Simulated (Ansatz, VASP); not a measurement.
ZnS, level by level in two programs

```
Zn S
1.0
     0.00000    2.70200    2.70200
     2.70200    0.00000    2.70200
     2.70200    2.70200    0.00000
Zn S
1 1
Direct
  0.75000 0.75000 0.75000
  0.00000 0.00000 0.00000
```

Single points on this cell with VASP 6.6.1 and Ansatz 0.2.0. Each row is one pair of runs.

| level | spin | k mesh | smearing | VASP's potentials, cutoff | Ansatz's potentials, cutoff | gap on the k mesh at the Fermi level (eV), VASP | gap on the k mesh at the Fermi level (eV), Ansatz | least direct gap on the mesh (eV), VASP | least direct gap on the mesh (eV), Ansatz | pressure (GPa), VASP | pressure (GPa), Ansatz |
| --- | --- | --- | --- | --- | --- | --- | --- | --- | --- | --- | --- |
| b88 exchange, pbe correlation | off | 9 × 9 × 9 | fermi-dirac, width 0.05 eV | VASP PAW PBE potentials, release 64 (Zn, S), 500 eV | Ansatz PAW, 420 eV | 2.11 | 2.11 | 2.11 | 2.11 | 1.6 | 1.5 |
| r2SCAN0 | off | 5 × 5 × 5 | fermi-dirac, width 0.05 eV | VASP PAW PBE potentials, release 64 (Zn, S), 520 eV | Ansatz PAW, 500 eV | 4.38 | 4.36 | 4.38 | 4.36 | -0.6 | -0.4 |
| PBE | collinear, typed start | 9 × 9 × 9 | tetrahedron | VASP PAW PBE potentials, release 64 (Zn, S), 520 eV | PseudoDojo standard (PBEsol files), 1143 eV | 2.11 | 2.15 | 2.11 | 2.15 | 1.8 | 1.6 |
| PBE | off | 5 × 5 × 5 | fermi-dirac, width 0.05 eV | VASP PAW PBE potentials, release 64 (Zn, S), 520 eV | Ansatz PAW, 420 eV | 2.11 | 2.11 | 2.11 | 2.11 | 1.8 | 1.7 |
| PBE-based global hybrid | off | 5 × 5 × 5 | fermi-dirac, width 0.05 eV | VASP PAW PBE potentials, release 64 (Zn, S), 520 eV | Ansatz PAW, 420 eV | 2.87 | 2.86 | 2.87 | 2.86 | 1.3 | 1.3 |
| PBE-based screened hybrid | off | 5 × 5 × 5 | fermi-dirac, width 0.05 eV | VASP PAW PBE potentials, release 64 (Zn, S), 520 eV | Ansatz PAW, 420 eV | 3.12 | 3.13 | 3.12 | 3.13 | 1.1 | 1.1 |

Gap on the k mesh at the fermi level (eV): the two programs differ by at most 0.033; least direct gap on the mesh (eV): the two programs differ by at most 0.033; pressure (GPa): the two programs differ by at most 0.17.

VASP's potentials hold 18 valence electrons a cell and Ansatz's 26 in some rows, so a difference there can come from the potentials and not from the codes.

Noted on Ansatz's runs: odd divisions of the mesh miss points on the zone boundary, where band edges often lie, so the gap on the mesh can be too wide.
